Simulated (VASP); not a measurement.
# AlNi (P4/mmm) in VASP: notebook, part 2 of 2

VASP 6.6.1. The steps go on from the part before.

## (4) Single point, PBEsol

INCAR reads:

```
SYSTEM = AlNi
ALGO = Fast ; EDIFF = 1E-7
ENCUT = 520 ; GGA = PS
ISIF = 2 ; ISMEAR = 0
LASPH = .TRUE. ; LCHARG = .FALSE.
LREAL = .FALSE. ; LWAVE = .FALSE.
NBANDS = 14 ; NELM = 100
PREC = Accurate ; SIGMA = 0.1
```

KPOINTS reads:

```
k-points
0
G
  16 16 14
  0 0 0
```

POSCAR reads:

```
AlNi
1.0
    2.0213280873     -2.0213497885      0.0000000000
    2.0213280873      2.0213497885      0.0000000000
    0.0000000000      0.0000000000      2.8694088113
Al Ni
1 1
Direct
    0.0000000000      0.0000000000      0.0000000000
    0.5000000000      0.5000000000      0.5000000000
```

Potentials or basis: VASP PAW PBE potentials, release 64 (Al, Ni).

Command:

```console
$ cat potpaw_PBE.64/Al/POTCAR potpaw_PBE.64/Ni/POTCAR > POTCAR
$ mpirun -np 1 vasp_std > vasp.out
```

OUTCAR:

```text
SYSTEM = AlNi
   EDIFF = 1E-7
   ENCUT = 520
   GGA = PS
   ISIF = 2
   ISMEAR = 0
   LASPH = .TRUE.
   LREAL = .FALSE.
   NELM = 100
   PREC = Accurate

 ion  position               nearest neighbor table
   1  0.000  0.000  0.000-   2 2.48   2 2.48   2 2.48   2 2.48   2 2.48   2 2.48   2 2.48   2 2.48

   2  0.500  0.500  0.500-   1 2.48   1 2.48   1 2.48   1 2.48   1 2.48   1 2.48   1 2.48   1 2.48

  LATTYP: Found a base centered orthorhombic cell.
 ALAT       =     4.0426561746
 B/A-ratio  =     1.0000107361
 C/A-ratio  =     0.7097830454

  Lattice vectors:

 A1 = (   2.0213280873,  -2.0213497885,   0.0000000000)
 A2 = (   2.0213280873,   2.0213497885,   0.0000000000)
 A3 = (   0.0000000000,   0.0000000000,   2.8694088113)

Analysis of symmetry for initial positions (statically):
=====================================================================
 Subroutine PRICEL returns:
 Original cell was already a primitive cell.

 Routine SETGRP: Setting up the symmetry group for a
 base centered orthorhombic supercell.

 Subroutine GETGRP returns: Found  8 space group operations
 (whereof  8 operations were pure point group operations)
 out of a pool of  8 trial point group operations.

The static configuration has the point symmetry D_2h.

Analysis of symmetry for dynamics (positions and initial velocities):
=====================================================================
 Subroutine PRICEL returns:
 Original cell was already a primitive cell.

 Routine SETGRP: Setting up the symmetry group for a
 base centered orthorhombic supercell.

 Subroutine GETGRP returns: Found  8 space group operations
 (whereof  8 operations were pure point group operations)
 out of a pool of  8 trial point group operations.

The dynamic configuration has the point symmetry D_2h.

 Subroutine INISYM returns: Found  8 space group operations
 (whereof  8 operations are pure point group operations),
 and found     1 'primitive' translations

----------------------------------------------------------------------------------------

                                     Primitive cell

  volume of cell :      23.4477

  direct lattice vectors                    reciprocal lattice vectors
     2.021328087 -2.021349788  0.000000000     0.247362120 -0.247359464  0.000000000
     2.021328087  2.021349788  0.000000000     0.247362120  0.247359464  0.000000000
     0.000000000  0.000000000  2.869408811     0.000000000  0.000000000  0.348503844

  length of vectors
     2.858604940  2.858604940  2.869408811     0.349820986  0.349820986  0.348503844

  position of ions in fractional coordinates (direct lattice)
     0.000000000  0.000000000  0.000000000
     0.500000000  0.500000000  0.500000000

  ion indices of the primitive-cell ions
   primitive index   ion index
                 1           1
                 2           2

----------------------------------------------------------------------------------------

 KPOINTS: k-points

Automatic generation of k-mesh.
 Grid dimensions read from file:
 generate k-points for:   16   16   14

 Generating k-lattice:

  Cartesian coordinates                     Fractional coordinates (reciprocal lattice)
     0.015460132 -0.015459966  0.000000000     0.062500000  0.000000000  0.000000000
[... 39 lines left out ...]
 -0.062500  0.062500  0.000000      2.000000
 [... further k-points ...]
   k-points           NKPTS =    584   k-points in BZ     NKDIM =    584   number of bands    NBANDS=     14
   number of dos      NEDOS =    301   number of ions     NIONS =      2
   total plane-waves  NPLWV =  13824
   dimension x,y,z NGX =    24 NGY =   24 NGZ =   24
   dimension x,y,z NGXF=    48 NGYF=   48 NGZF=   48
   ions per type =               1   1
   NGX,Y,Z   is equivalent  to a cutoff of  13.96, 13.96, 13.90 a.u.
   NGXF,Y,Z  is equivalent  to a cutoff of  27.92, 27.92, 27.81 a.u.
 SYSTEM =  AlNi
   PREC   = accura    normal or accurate (medium, high low for compatibility)
   ISTART =      0    job   : 0-new  1-cont  2-samecut
   ICHARG =      2    charge: 1-file 2-atom 10-const
   ISPIN  =      1    spin polarized calculation?
   LNONCOLLINEAR =      F non collinear calculations
   LSORBIT =      F    spin-orbit coupling
   LASPH  =      T    aspherical Exc in radial PAW
   ENCUT  =  520.0 eV  38.22 Ry    6.18 a.u.   5.32  5.32  5.34*2*pi/ulx,y,z
   NELM   =    100;   NELMIN=  2; NELMDL= -5     # of ELM steps
   EDIFF  = 0.1E-06   stopping-criterion for ELM
   LREAL  =      F    real-space projection
   EDIFFG = 0.1E-05   stopping-criterion for IOM
   NSW    =      0    number of steps for IOM
   IBRION =     -1    ionic relax: 0-MD 1-quasi-New 2-CG
   NFREE  =      0    steps in history (QN), initial steepest desc. (CG)
   ISIF   =      2    stress and relaxation
   ISYM   =      2    0-nonsym 1-usesym 2-fastsym
   POTIM  = 0.5000    time-step for ionic-motion
   TEBEG  =    0.0;   TEEND  =   0.0 temperature during run
   PSTRESS=    0.0 pullay stress
   NELECT =      13.0000    total number of electrons
   NUPDOWN=      -1.0000    fix difference up-down
   EMIN   =  10.00;   EMAX   =-10.00  energy-range for DOS
   EFERMI =   0.00;   METHOD = LEGACY
   ISMEAR =     0;   SIGMA  =   0.10  broadening in eV -4-tet -1-fermi 0-gaus
   EFERMI_NEDOS =   21; number of points for ismear=-14 and -15
   IALGO  =     68    algorithm
   IMIX   =      4    mixing-type and parameters
     AMIX     =   0.40;   BMIX     =  1.00
     AMIX_MAG =   1.60;   BMIX_MAG =  1.00
  volume/ion in A,a.u.               =      11.72        79.12
  Fermi-wavevector in a.u.,A,eV,Ry     =   1.344897  2.541487 24.609512  1.808748
  Thomas-Fermi vector in A             =   2.472854
   LORBIT       =      0    0 simple, 1 ext, 2 COOP (PROOUT), +10 PAW based schemes
   GGA     = PS    functional components
   LHFCALC =     F    Hartree Fock is set to
   AEXX    =    0.0000 exact exchange contribution
   IVDW    =     0    specifies the selected vdW correction
   LEPSILON=     F    determine dielectric tensor
   LRPA    =     F    only Hartree local field effects (RPA)
 non-spin polarized calculation
 RMM-DIIS sequential band-by-band and
 Gauss-broadening in eV      SIGMA  =   0.10
  energy-cutoff  :      520.00
  volume of cell :       23.45
 maximum number of plane-waves:       653
 NGX is ok and might be reduce to    24
   NGX = 11   NGY = 11   NGZ = 11

 number of electron      13.0000011 magnetization

 Free energy of the ion-electron system (eV)
  ---------------------------------------------------
  ext. energy  EPLUGINS =         0.00000000
  ---------------------------------------------------
  free energy    TOTEN  =       -11.58886427 eV

  energy without entropy =      -11.58529194  energy(sigma->0) =      -11.58707810

 E-fermi :  10.1472     XC(G=0): -12.2616

 val. band max:       10.1305854808   @ k =  -0.2500   0.0625   0.3571
 cond. band min:      10.1626595907   @ k =  -0.4375   0.3125   0.5000
 fundamental gap:      0.0320741099
 Fermi energy:        10.1471536501

 k-point     1 :       0.0000    0.0000    0.0000
  band No.  band energies     occupation
      1      -1.1174      2.00000
      2       6.8275      2.00000
      3       6.8285      2.00000
      4       8.5747      2.00000
      5       8.5747      2.00000
      6       8.5836      2.00000
      7      15.6471      0.00000
      8      15.7837      0.00000
      9      15.7838      0.00000
     10      18.3524      0.00000
     11      18.3834      0.00000
     12      24.2419      0.00000
     13      31.2578      0.00000
     14      31.3025      0.00000
[... 377 lines left out ...]
      1      -0.9712      2.00000
      2       6.8327      2.00000
      3       6.8514      2.00000
      4       8.5172      2.00000
      5       8.5371      2.00000
      6       8.5537      2.00000
      7      14.9012      0.00000
      8      15.2402      0.00000
      9      15.8411      0.00000
     10      18.7295      0.00000
     11      19.5024      0.00000
     12      24.7324      0.00000
     13      29.5591      0.00000
     14      30.3340      0.00000

 [... further k-points ...]
[... 5 lines left out ...]
  --------------------------------------------------------------------------------------
  -------------------------------------------------------------------------------------
  Total        0.0187985      0.0183945      0.0191036     -0.0000000      0.0000000      0.0000000
  in kB        1.2844975      1.2568892      1.3053476     -0.0000000      0.0000000      0.0000000
  external PRESSURE =       1.2822448 kB  Pullay stress =       0.0000000 kB

 VOLUME and BASIS-vectors are now :
 -----------------------------------------------------------------------------
  energy-cutoff  :      520.00
  volume of cell :       23.45
      direct lattice vectors                 reciprocal lattice vectors
     2.021328087 -2.021349788  0.000000000     0.247362120 -0.247359464  0.000000000
     2.021328087  2.021349788  0.000000000     0.247362120  0.247359464  0.000000000
     0.000000000  0.000000000  2.869408811     0.000000000  0.000000000  0.348503844

 POSITION                                       TOTAL-FORCE (eV/Angst)
 -----------------------------------------------------------------------------------
      0.00000      0.00000      0.00000         0.000000      0.000000      0.000000
      2.02133      0.00000      1.43470         0.000000      0.000000      0.000000
 -----------------------------------------------------------------------------------
    total drift:                                0.000000     -0.000000     -0.000000

  FREE ENERGIE OF THE ION-ELECTRON SYSTEM (eV)
  ---------------------------------------------------
  free  energy   TOTEN  =       -11.5888642652 eV

  energy  without entropy=      -11.5852919446  energy(sigma->0) =      -11.58707810
```

OSZICAR:

```text
N       E                     dE             d eps       ncg     rms          rms(c)
DAV:   1     0.402804027175E+02    0.40280E+02   -0.54202E+03 16550   0.978E+02
DAV:   2    -0.114365921427E+02   -0.51717E+02   -0.46696E+02 17642   0.181E+02
DAV:   3    -0.132079371599E+02   -0.17713E+01   -0.17536E+01 20696   0.372E+01
DAV:   4    -0.132315715666E+02   -0.23634E-01   -0.23628E-01 19506   0.391E+00
DAV:   5    -0.132322595921E+02   -0.68803E-03   -0.68801E-03 21128   0.725E-01    0.128E+01
RMM:   6    -0.152416113977E+02   -0.20094E+01   -0.15665E+01 19939   0.494E+01    0.172E+01
RMM:   7    -0.116064378391E+02    0.36352E+01   -0.43053E+00 18368   0.253E+01    0.123E+00
RMM:   8    -0.116000412902E+02    0.63965E-02   -0.90692E-02 17542   0.299E+00    0.756E-01
RMM:   9    -0.115931985890E+02    0.68427E-02   -0.31205E-02 18638   0.114E+00    0.586E-01
RMM:  10    -0.115888352064E+02    0.43634E-02   -0.84761E-03 19987   0.116E+00    0.138E-01
RMM:  11    -0.115890594099E+02   -0.22420E-03   -0.86774E-04 22220   0.345E-01    0.140E-01
RMM:  12    -0.115888525455E+02    0.20686E-03   -0.38567E-04 21732   0.217E-01    0.202E-02
RMM:  13    -0.115888624385E+02   -0.98930E-05   -0.98238E-05 22407   0.668E-02    0.716E-03
RMM:  14    -0.115888640300E+02   -0.15915E-05   -0.16477E-05 24203   0.284E-02    0.268E-03
RMM:  15    -0.115888645338E+02   -0.50375E-06   -0.15517E-06 21248   0.108E-02    0.346E-03
RMM:  16    -0.115888642514E+02    0.28236E-06   -0.51112E-07 19679   0.688E-03    0.383E-04
RMM:  17    -0.115888642652E+02   -0.13838E-07   -0.18987E-07 13296   0.300E-03
   1 F= -.11588864E+02 E0= -.11587078E+02  d E =-.357232E-02
```

It took 91 s on 1 thread of Intel Xeon Platinum 8488C (Sapphire Rapids), shared host; peak memory 0.3 GiB.

Results:

| Property | Result |
| --- | --- |
| Free energy | -11.5889 eV |
| Pressure | 0.1 GPa |

Caveat: the PAW data sets were made with another functional, which shifts forces and pressure a little. Spin polarisation is off, so any magnetic state and its effect on volume and gap are missing.

## (5) Single point, PBEsol (biaxial strain in the a-b plane: +2.0 %)

INCAR reads:

```
PREC = Accurate ; ENCUT = 520
EDIFF = 1E-7 ; ISMEAR = 0
SIGMA = 0.1 ; LREAL = False
LASPH = True ; NELM = 100
ALGO = Fast ; ISIF = 2
LWAVE = False ; LCHARG = True
GGA = PS ; LELF = True
LVHAR = True ; NBANDS = 14
```

KPOINTS reads:

```
regular mesh
0
Gamma
  18 18 18
```

POSCAR reads:

```
AlNi
1.0
    2.9157770390      0.0000000000      0.0000000000
    0.0000000000      2.9157770390      0.0000000000
    0.0000000000      0.0000000000      2.8349759055
Al Ni
1 1
Direct
    0.0000000000      0.0000000000      0.0000000000
    0.5000000000      0.5000000000      0.5000000000
```

Command:

```console
$ cat potpaw_PBE.64/Al/POTCAR potpaw_PBE.64/Ni/POTCAR > POTCAR
$ mpirun -np 1 vasp_std > vasp.out
```

It took 60 s on 1 thread of Intel Xeon 6975P-C (Granite Rapids), shared host; peak memory 0.29 GiB.

It converged, with:

```yaml
Free_energy: -11.5770 eV
Pressure: -4.3 GPa
```

Stress tensor (GPa, compression positive):
```
-5.03  0.00  0.00
 0.00 -5.03  0.00
 0.00  0.00 -2.78
```

Levels at points of the mesh, in eV from the Fermi level:
| k point | band 5 | band 6 | band 7 | band 8 | band 9 | band 10 |
| --- | --- | --- | --- | --- | --- | --- |
| (0.00, 0.00, 0.00) | -1.50 | -1.50 | 5.13 | 5.13 | 6.14 | 8.00 |
| (0.50, 0.00, 0.00) | -2.12 | -1.42 | -0.71 | 8.26 | 9.60 | 10.46 |
| (0.50, 0.50, 0.00) | -1.97 | -1.97 | -1.04 | 1.27 | 2.30 | 12.67 |
| (0.00, 0.00, 0.50) | -2.27 | -1.47 | -0.50 | 8.30 | 9.72 | 9.72 |
| (0.50, 0.00, 0.50) | -2.10 | -2.08 | -0.99 | 1.54 | 2.54 | 11.98 |
| (0.50, 0.50, 0.50) | -0.94 | 1.97 | 1.97 | 2.03 | 3.66 | 4.24 |

Caveat: the cell differs from its parent crystal (biaxial strain in the a-b plane: +2.0 %); the PAW data sets were made with another functional, which shifts forces and pressure a little.

## (6) Single point, PBEsol (biaxial strain in the a-b plane: +3.0 %)

INCAR reads:

```
PREC = Accurate ; ENCUT = 520
EDIFF = 1E-6 ; ISMEAR = 0
SIGMA = 0.1 ; LREAL = F
LASPH = T ; NELM = 80
ALGO = Fast ; ISIF = 2
LWAVE = F ; LCHARG = F
GGA = PS ; NBANDS = 14
```

KPOINTS reads:

```
Automatic mesh
0
Gamma
  18 18 18
```

POSCAR reads:

```
AlNi
1.0
    2.9443630884      0.0000000000      0.0000000000
    0.0000000000      2.9443630884      0.0000000000
    0.0000000000      0.0000000000      2.8177594527
Al Ni
1 1
Direct
    0.0000000000      0.0000000000      0.0000000000
    0.5000000000      0.5000000000      0.5000000000
```

Potentials or basis: VASP PAW PBE potentials, release 64 (Al, Ni).

Command:

```console
$ cat potpaw_PBE.64/Al/POTCAR potpaw_PBE.64/Ni/POTCAR > POTCAR
$ mpirun -np 1 vasp_std > vasp.out
```

It took 54 s on 1 thread of Intel Xeon 6975P-C (Granite Rapids), shared host; peak memory 0.29 GiB.

It converged, with:

```
Free energy : -11.5615 eV
Pressure    : -6.1 GPa
```

Stress tensor (GPa, compression positive):
```
-7.40  0.00  0.00
 0.00 -7.40  0.00
 0.00  0.00 -3.63
```

Levels at points of the mesh, in eV from the Fermi level:
| k point | band 5 | band 6 | band 7 | band 8 | band 9 | band 10 |
| --- | --- | --- | --- | --- | --- | --- |
| (0.00, 0.00, 0.00) | -1.45 | -1.45 | 4.90 | 4.90 | 6.48 | 7.90 |
| (0.50, 0.00, 0.00) | -2.02 | -1.37 | -0.73 | 8.22 | 9.35 | 10.13 |
| (0.50, 0.50, 0.00) | -1.88 | -1.88 | -1.04 | 1.16 | 2.15 | 12.80 |
| (0.00, 0.00, 0.50) | -2.26 | -1.46 | -0.42 | 8.29 | 9.53 | 9.53 |
| (0.50, 0.00, 0.50) | -2.09 | -2.05 | -0.96 | 1.59 | 2.53 | 11.73 |
| (0.50, 0.50, 0.50) | -0.90 | 1.99 | 1.99 | 2.07 | 3.56 | 4.08 |

Caveat: the cell differs from its parent crystal (biaxial strain in the a-b plane: +3.0 %); the PAW data sets were made with another functional, which shifts forces and pressure a little. Spin polarisation is off, so any magnetic state and its effect on volume and gap are missing.

## (7) Summary

```tsv
cell	k mesh	further INCAR settings	gap on the mesh (eV)	pressure (GPa)
a = 2.859, b = 2.859, c = 2.869 Å, 2 atoms	16 × 16 × 14	ALGO = Fast; EDIFF = 1e-07; NBANDS = 14	none	0.1
a = 2.916, b = 2.916, c = 2.835 Å, 2 atoms	18 × 18 × 18	ALGO = Fast; EDIFF = 1e-07; NBANDS = 14	none	-4.3
a = 2.944, b = 2.944, c = 2.818 Å, 2 atoms	18 × 18 × 18	ALGO = Fast; EDIFF = 1e-06; NBANDS = 14	none	-6.1
```

Alike in all rows: task single point; level PBEsol; potentials or basis VASP PAW PBE potentials, release 64 (Al, Ni); no spin polarisation; cutoff (eV) 520; smearing gaussian 0.1 eV.

Caveats: the PAW data sets were made with another functional, which shifts forces and pressure a little.

Total energies depend on the potentials used, so only differences within one code and one set of settings carry meaning.
